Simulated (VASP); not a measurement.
# SiC in VASP: further runs

SiC is run at these levels: PBE; tasks: single point.

Program: VASP 6.6.1. These are calculated values, not measurements. Logs are shortened: lines on timing, memory, paths and dates and some standing lists are left out, and cuts for length are marked.

### 1 The cell of the first run

The cell holds a slab with vacuum, 2 atoms: a = 3.097 Å, b = 4.380 Å, c = 16.000 Å, α = 90.00°, β = 90.00°, γ = 90.00°.

### 2 Single point, PBE

File INCAR:

```
PREC     = Accurate       # precision mode
ENCUT    = 520            # plane-wave cutoff, eV
EDIFF    = 1E-7           # SCF threshold, eV
ISMEAR   = -1             # smearing method
SIGMA    = 0.02           # smearing width, eV
LREAL    = F              # projectors in reciprocal space
LASPH    = T              # aspherical terms in the spheres
NELM     = 80             # most SCF steps
ALGO     = Normal         # electronic algorithm
ISIF     = 2              # what is computed and relaxed
LWAVE    = F              # write WAVECAR
LCHARG   = F              # write CHGCAR
LDIPOL   = T            
IDIPOL   = 3            
DIPOL    = 0.5 0.5 0.500
GGA      = PE             # functional
NBANDS   = 11             # bands
```

File KPOINTS:

```
regular mesh
0
Gamma
  8 6 1
```

File POSCAR:

```
SiC
1.0
    3.0969261060      0.0000000000      0.0000000000
    0.0000000000      4.3797149007      0.0000000000
    0.0000000000      0.0000000000     16.0000000000
Si C
1 1
Direct
    0.2500000000      0.1250000000      0.5000000000
    0.7500000000      0.8750000000      0.5000000000
```

Potentials or basis: VASP PAW PBE potentials, release 64 (Si, C).

Launch:

```console
cat potpaw_PBE.64/Si/POTCAR potpaw_PBE.64/C/POTCAR > POTCAR
mpirun -np 1 vasp_std > vasp.out
```

OUTCAR:

```text
PREC = Accurate
   ENCUT = 520
   EDIFF = 1E-7
   ISMEAR = -1
   LREAL = F
   LASPH = T
   NELM = 80
   ISIF = 2
   GGA = PE

 ion  position               nearest neighbor table
   1  0.250  0.125  0.500-   2 1.90   2 1.90
   2  0.750  0.875  0.500-   1 1.90   1 1.90

  LATTYP: Found a simple orthorhombic cell.
 ALAT       =     3.0969261060
 B/A-ratio  =     1.4142135623
 C/A-ratio  =     5.1664132279

  Lattice vectors:

 A1 = (   3.0969261060,   0.0000000000,   0.0000000000)
 A2 = (   0.0000000000,   4.3797149007,   0.0000000000)
 A3 = (   0.0000000000,   0.0000000000,  16.0000000000)

Analysis of symmetry for initial positions (statically):
=====================================================================
 Subroutine PRICEL returns:
 Original cell was already a primitive cell.

 Routine SETGRP: Setting up the symmetry group for a
 simple orthorhombic supercell.

 Subroutine GETGRP returns: Found  4 space group operations
 (whereof  2 operations were pure point group operations)
 out of a pool of  8 trial point group operations.

The static configuration has the point symmetry C_1h.
 The point group associated with its full space group is C_2v.

Analysis of symmetry for dynamics (positions and initial velocities):
=====================================================================
 Subroutine PRICEL returns:
 Original cell was already a primitive cell.

 Routine SETGRP: Setting up the symmetry group for a
 simple orthorhombic supercell.

 Subroutine GETGRP returns: Found  4 space group operations
 (whereof  2 operations were pure point group operations)
 out of a pool of  8 trial point group operations.

The dynamic configuration has the point symmetry C_1h.
 The point group associated with its full space group is C_2v.

 Subroutine INISYM returns: Found  4 space group operations
 (whereof  2 operations are pure point group operations),
 and found     1 'primitive' translations

----------------------------------------------------------------------------------------

                                     Primitive cell

  volume of cell :     217.0185

  direct lattice vectors                    reciprocal lattice vectors
     3.096926106  0.000000000  0.000000000     0.322900827  0.000000000  0.000000000
     0.000000000  4.379714901  0.000000000     0.000000000  0.228325364  0.000000000
     0.000000000  0.000000000 16.000000000     0.000000000  0.000000000  0.062500000

  length of vectors
     3.096926106  4.379714901 16.000000000     0.322900827  0.228325364  0.062500000

  position of ions in fractional coordinates (direct lattice)
     0.250000000  0.125000000  0.500000000
     0.750000000  0.875000000  0.500000000

  ion indices of the primitive-cell ions
   primitive index   ion index
                 1           1
                 2           2

----------------------------------------------------------------------------------------

 KPOINTS: regular mesh

Automatic generation of k-mesh.
 Grid dimensions read from file:
 generate k-points for:    8    6    1

 Generating k-lattice:

  Cartesian coordinates                     Fractional coordinates (reciprocal lattice)
     0.040362603  0.000000000  0.000000000     0.125000000  0.000000000  0.000000000
     0.000000000  0.038054227  0.000000000     0.000000000  0.166666667  0.000000000
     0.000000000  0.000000000  0.062500000     0.000000000  0.000000000  1.000000000

  Length of vectors
     0.040362603  0.038054227  0.062500000

  Shift w.r.t. Gamma in fractional coordinates (k-lattice)
     0.000000000  0.000000000  0.000000000

 Subroutine IBZKPT returns following result:
 ===========================================

 Found     20 irreducible k-points:

 Following reciprocal coordinates:
            Coordinates               Weight
  0.000000  0.000000  0.000000      1.000000
  0.125000  0.000000  0.000000      2.000000
  0.250000  0.000000  0.000000      2.000000
  0.375000  0.000000  0.000000      2.000000
  0.500000  0.000000  0.000000      1.000000
  0.000000  0.166667  0.000000      2.000000
[... 12 lines left out ...]
  0.375000  0.500000  0.000000      2.000000
  0.500000  0.500000  0.000000      1.000000
   k-points           NKPTS =     20   k-points in BZ     NKDIM =     20   number of bands    NBANDS=     11
   number of dos      NEDOS =    301   number of ions     NIONS =      2
   total plane-waves  NPLWV = 103680
   dimension x,y,z NGX =    24 NGY =   36 NGZ =  120
   dimension x,y,z NGXF=    48 NGYF=   72 NGZF=  240
   ions per type =               1   1
   NGX,Y,Z   is equivalent  to a cutoff of  12.88, 13.66, 12.47 a.u.
   NGXF,Y,Z  is equivalent  to a cutoff of  25.77, 27.33, 24.94 a.u.
 SYSTEM =  unknown system
   PREC   = accura    normal or accurate (medium, high low for compatibility)
   ISTART =      0    job   : 0-new  1-cont  2-samecut
   ICHARG =      2    charge: 1-file 2-atom 10-const
   ISPIN  =      1    spin polarized calculation?
   LNONCOLLINEAR =      F non collinear calculations
   LSORBIT =      F    spin-orbit coupling
   LASPH  =      T    aspherical Exc in radial PAW
   ENCUT  =  520.0 eV  38.22 Ry    6.18 a.u.   5.76  8.14 29.75*2*pi/ulx,y,z
   NELM   =     80;   NELMIN=  2; NELMDL= -5     # of ELM steps
   EDIFF  = 0.1E-06   stopping-criterion for ELM
   LREAL  =      F    real-space projection
   EDIFFG = 0.1E-05   stopping-criterion for IOM
   NSW    =      0    number of steps for IOM
   IBRION =     -1    ionic relax: 0-MD 1-quasi-New 2-CG
   NFREE  =      0    steps in history (QN), initial steepest desc. (CG)
   ISIF   =      2    stress and relaxation
   ISYM   =      2    0-nonsym 1-usesym 2-fastsym
   POTIM  = 0.5000    time-step for ionic-motion
   TEBEG  =    0.0;   TEEND  =   0.0 temperature during run
   PSTRESS=    0.0 pullay stress
   NELECT =       8.0000    total number of electrons
   NUPDOWN=      -1.0000    fix difference up-down
   EMIN   =  10.00;   EMAX   =-10.00  energy-range for DOS
   EFERMI =   0.00;   METHOD = LEGACY
   ISMEAR =    -1;   SIGMA  =   0.02  broadening in eV -4-tet -1-fermi 0-gaus
   EFERMI_NEDOS =   21; number of points for ismear=-14 and -15
   IALGO  =     38    algorithm
   IMIX   =      4    mixing-type and parameters
     AMIX     =   0.40;   BMIX     =  1.00
     AMIX_MAG =   1.60;   BMIX_MAG =  1.00
  volume/ion in A,a.u.               =     108.51       732.26
  Fermi-wavevector in a.u.,A,eV,Ry     =   0.544845  1.029607  4.038965  0.296856
  Thomas-Fermi vector in A             =   1.573947
   LORBIT       =      0    0 simple, 1 ext, 2 COOP (PROOUT), +10 PAW based schemes
   GGA     = PE    functional components
   LHFCALC =     F    Hartree Fock is set to
   AEXX    =    0.0000 exact exchange contribution
   IVDW    =     0    specifies the selected vdW correction
   LEPSILON=     F    determine dielectric tensor
   LRPA    =     F    only Hartree local field effects (RPA)
 non-spin polarized calculation
  energy-cutoff  :      520.00
  volume of cell :      217.02
 maximum number of plane-waves:      5872
 NGX is ok and might be reduce to    24
   NGX = 11   NGY = 17   NGZ = 59

 number of electron       7.9999999 magnetization

 dipolmoment           0.000000      0.000000     -0.000000 electrons x Angstroem

 Free energy of the ion-electron system (eV)
  ---------------------------------------------------
  ext. energy  EPLUGINS =         0.00000000
  ---------------------------------------------------
  free energy    TOTEN  =       -10.29201399 eV

  energy without entropy =      -10.29002958  energy(sigma->0) =      -10.29102178

 E-fermi :  -4.1293     XC(G=0):  -2.2886

 val. band max:       -4.1582160356   @ k =   0.3750   0.5000   0.0000
 cond. band min:      -4.1041432564   @ k =   0.1250   0.0000   0.0000
 fundamental gap:      0.0540727792
 Fermi energy:        -4.1292633667

 k-point     1 :       0.0000    0.0000    0.0000
  band No.  band energies     occupation
      1     -15.5955      2.00000
      2      -7.0799      2.00000
      3      -6.0566      2.00000
      4      -5.0622      2.00000
      5      -4.3251      1.99989
      6       0.0711      0.00000
      7       0.4601      0.00000
      8       1.5352      0.00000
      9       1.5453      0.00000
     10       2.1674      0.00000
     11       3.5755      0.00000

 k-point     2 :       0.1250    0.0000    0.0000
  band No.  band energies     occupation
      1     -15.4083      2.00000
      2      -7.1514      2.00000
      3      -5.8579      2.00000
      4      -5.8289      2.00000
      5      -4.1041      0.44332
      6       0.0469      0.00000
      7       0.7598      0.00000
      8       1.7388      0.00000
      9       1.9351      0.00000
     10       2.6154      0.00000
     11       3.7937      0.00000

 k-point     3 :       0.2500    0.0000    0.0000
  band No.  band energies     occupation
      1     -14.8662      2.00000
      2      -8.3379      2.00000
      3      -5.9652      2.00000
      4      -5.2773      2.00000
      5      -3.8064      0.00000
      6      -0.2823      0.00000
      7       1.4942      0.00000
      8       1.8346      0.00000
      9       2.3469      0.00000
     10       2.7508      0.00000
     11       4.3977      0.00000
[... 211 lines left out ...]
 k-point    19 :       0.3750    0.5000    0.0000
  band No.  band energies     occupation
      1     -13.9394      2.00000
      2      -9.7842      2.00000
      3      -6.6621      2.00000
      4      -4.1582      1.61927
      5      -3.9065      0.00003
      6      -1.1790      0.00000
      7       2.5986      0.00000
      8       3.2211      0.00000
      9       3.7692      0.00000
     10       4.9612      0.00000
     11       5.1007      0.00000

 k-point    20 :       0.5000    0.5000    0.0000
  band No.  band energies     occupation
      1     -13.4358      2.00000
      2     -10.5744      2.00000
      3      -5.7570      2.00000
      4      -5.0181      2.00000
      5      -3.5652      0.00000
      6      -1.7120      0.00000
      7       2.6094      0.00000
      8       4.0756      0.00000
      9       4.3056      0.00000
     10       4.6426      0.00000
     11       6.1979      0.00000

------------------------ aborting loop because EDIFF is reached ----------------------------------------

 vacuum level on the upper side and lower side of the slab       (xc-potential included)        -0.067        -0.067

  FORCE on cell =-STRESS in cart. coord.  units (eV):
  Direction    XX          YY          ZZ          XY          YZ          ZX
  --------------------------------------------------------------------------------------
  -------------------------------------------------------------------------------------
  Total       -3.0588291     -5.1438146     -0.0060187      0.0000000      0.0000000      0.0000000
  in kB      -22.5823500    -37.9751260     -0.0444341      0.0000000      0.0000000      0.0000000
  external PRESSURE =     -20.2006367 kB  Pullay stress =       0.0000000 kB

 VOLUME and BASIS-vectors are now :
 -----------------------------------------------------------------------------
  energy-cutoff  :      520.00
  volume of cell :      217.02
      direct lattice vectors                 reciprocal lattice vectors
     3.096926106  0.000000000  0.000000000     0.322900827  0.000000000  0.000000000
     0.000000000  4.379714901  0.000000000     0.000000000  0.228325364  0.000000000
     0.000000000  0.000000000 16.000000000     0.000000000  0.000000000  0.062500000

 POSITION                                       TOTAL-FORCE (eV/Angst)
 -----------------------------------------------------------------------------------
      0.77423      0.54746      8.00000         0.000000     -3.657315      0.000000
      2.32269      3.83225      8.00000         0.000000      3.657315      0.000000
 -----------------------------------------------------------------------------------
    total drift:                               -0.000000      0.000007     -0.000000

  FREE ENERGIE OF THE ION-ELECTRON SYSTEM (eV)
  ---------------------------------------------------
  free  energy   TOTEN  =       -10.2920139886 eV

  energy  without entropy=      -10.2900295769  energy(sigma->0) =      -10.29102178

 vacuum level on the upper side and lower side of the slab         1.348         1.348
```

It took 87 s on 1 thread of Intel Xeon 8259CL, shared host; peak memory 0.32 GiB.

Results:

- Free energy: -10.2920 eV
- Largest force: 3.657 eV/Å
- Band gap on the k mesh: zero (bands 4 and 5 overlap by 0.41 eV)

Forces on the atoms (eV/Å):
```
Si   0.000 -3.657  0.000
C    0.000  3.657  0.000
```

Levels at points of the mesh, in eV from the Fermi level:
```csv
k point,band 2,band 3,band 4,band 5,band 6,band 7
"(0.00, 0.00, 0.00)",-2.95,-1.93,-0.93,-0.20,4.20,4.59
"(0.50, 0.00, 0.00)",-6.68,-0.64,0.22,0.42,2.13,4.42
"(0.00, 0.50, 0.00)",-4.54,-1.61,-0.88,2.24,3.08,5.28
"(0.50, 0.50, 0.00)",-6.45,-1.63,-0.89,0.56,2.42,6.74
```

[end of part 1 of 2]
